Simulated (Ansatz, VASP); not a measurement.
## One calculation of ZnCd2Te2S, two programs

INCAR

```
SYSTEM = ZnCd2Te2S
PREC = Accurate
ENCUT = 600
EDIFF = 1E-7
ISMEAR = 0
SIGMA = 0.1
LREAL = .False.
LASPH = .True.
NELM = 100
ALGO = Normal
ISIF = 3
LWAVE = .False.
LCHARG = .False.
GGA = PE
IBRION = 2
NSW = 90
EDIFFG = -0.04
```

File KPOINTS:

```
regular mesh
0
Gamma
  4 4 2
  0 0 0
```

File POSCAR:

```
ZnCd2Te2S
1.0
    4.5139606800      0.0000000000      0.0000000000
    0.0000000000      4.5811557500      0.0000000000
    0.0000000000      0.0000000000      7.9343443900
Zn Cd Te S
1 2 2 1
Direct
    0.5000000000      0.5000000000      0.1648619800
    0.5000000000      0.5000000000      0.8272050000
    0.5000000000      0.0000000000      0.3401650200
    0.0000000000      0.0000000000      0.9966070000
    0.0000000000      0.5000000000      0.5034500100
    0.5000000000      0.0000000000      0.6677109900
```

Input for Ansatz:

```yaml
crystal:
  lattice:
    - [4.51396068, 0.0, 0.0]
    - [0.0, 4.58115575, 0.0]
    - [0.0, 0.0, 7.93434439]
  atoms:
    - { symbol: Zn, position: [0.5, 0.5, 0.16486198] }
    - { symbol: Cd, position: [0.5, 0.5, 0.827205] }
    - { symbol: Cd, position: [0.5, 0.0, 0.34016502] }
    - { symbol: Te, position: [0.0, 0.0, 0.996607] }
    - { symbol: Te, position: [0.0, 0.5, 0.50345001] }
    - { symbol: S, position: [0.5, 0.0, 0.66771099] }
basis:
  ecutwfc: 420
kpoints:
  mp_grid: { grid: [4, 4, 2] }
hamiltonian:
  xc: pbe
scf:
  occupations: { method: gaussian, width: 0.1 }
  lower_state_search: "off"
output:
  forces: true
  stress: true
  eigenvalues: true
relax:
  adjacent_minimum: "off"
  f_tol: 0.04
  max_steps: 70
  cell: { stress_tol: 0.4 }
```

Change from the starting cell: species swapped into the Dy2ZnCuSi2 type (Pmm2, No. 25).

Alike in both runs: task relaxation of cell and atoms; functional PBE; k mesh 4 × 4 × 2; occupations gaussian, width 0.1 eV; no spin polarisation.

```csv
,VASP,Ansatz
version,VASP 6.6.1,Ansatz 0.2.0
potentials or method,"VASP PAW PBE potentials, release 64 (Zn, Cd, Te, S), cutoff 600 eV","scalar-relativistic, plane waves, PAW"
valence electrons in the cell,54,90
```

VASP gave:

```
gap on the k mesh at the Fermi level, each at its own relaxed structure (eV) : none
relaxed volume (Å³/atom)                                                     : 27.06
relaxed length of the cell vector where the two differ most in proportion (Å)              : 10.550
```

Q: What did Ansatz give for the same quantities?

A: gap on the k mesh at the Fermi level, each at its own relaxed structure (eV): none; relaxed volume (Å³/atom): 27.06; relaxed length of the cell vector where the two differ most in proportion (Å): 10.618.

A gap of «none» marks a metal or a gap that the smearing closes. VASP's potentials hold 54 valence electrons a cell and Ansatz's 90, so a difference there can come from the potentials and not from the codes.

The k mesh is coarse, so the values compare programs but aren't converged. Neither program's run includes spin-orbit coupling.
